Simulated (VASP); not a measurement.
Input of a VASP 6.6.1 run:

File INCAR:

```
PREC = Accurate
ENCUT = 520
EDIFF = 1E-6
ISMEAR = 0
SIGMA = 0.1
LREAL = Auto
LASPH = True
NELM = 60
ALGO = Normal
ISIF = 2
LWAVE = False
LCHARG = False
GGA = PS
NBANDS = 170
```

File KPOINTS:

```
regular mesh
0
Gamma
  2 2 2
```

File POSCAR:

```
Lu7Pd8Pb4
1.0
    7.5970045000      0.0000000000      0.0000000000
    0.0000000000      7.5970045000      0.0000000000
    0.0000000000      0.0000000000      7.0309570600
Pd Lu Pb
8 7 4
Direct
    0.3392355500      0.9059412825      0.0457701558
    0.1411316789      0.4206422413     -0.0415203787
    0.6376457984      0.1038980561      0.0290114131
    0.8488092906      0.6305424724     -0.0428581767
    0.3392364714      0.9059389132      0.4567881688
    0.1411310208      0.4206428994      0.5440787033
    0.6376443505      0.1038977929      0.4735469114
    0.8488104752      0.6305472111      0.5454183502
    0.1527771900      0.6620905648      0.2512787356
    0.2977734185      0.2090398920      0.2512812957
    0.8512398538      0.3424494483      0.2512790200
    0.6569068111      0.7923403231      0.2512787356
    0.3255709537      0.1668095629      0.7512778068
    0.8286279151      0.3032854594      0.7512789447
    0.5390891897      0.7828590861      0.7512806514
   -0.0172310020     -0.0292594272     -0.0306349474
    0.5148412114      0.4617155354      0.0064580113
   -0.0172302123     -0.0292513977      0.5331807559
    0.5148421328      0.4617160619      0.4961023045
```

Potentials or basis: VASP PAW PBE potentials, release 64 (Pd, Lu, Pb_d).

Launch:

```sh
$ cat potpaw_PBE.64/Pd/POTCAR potpaw_PBE.64/Lu/POTCAR potpaw_PBE.64/Pb_d/POTCAR > POTCAR
$ mpirun -np 1 vasp_std > vasp.out
```

(1) Predict the band gap on the k mesh.

(2) What does it give for the largest force?

Results:

(1) zero (an odd number of electrons rules out a gap without spin polarisation).

(2) 1.100 eV/Å.

Caveat: the k points lie up to 0.45 Å⁻¹ apart, too coarse for converged energies and pressures of a metal; the PAW data sets were made with another functional, which shifts forces and pressure a little; spin-orbit coupling is left out, which moves the levels of the heavy elements.
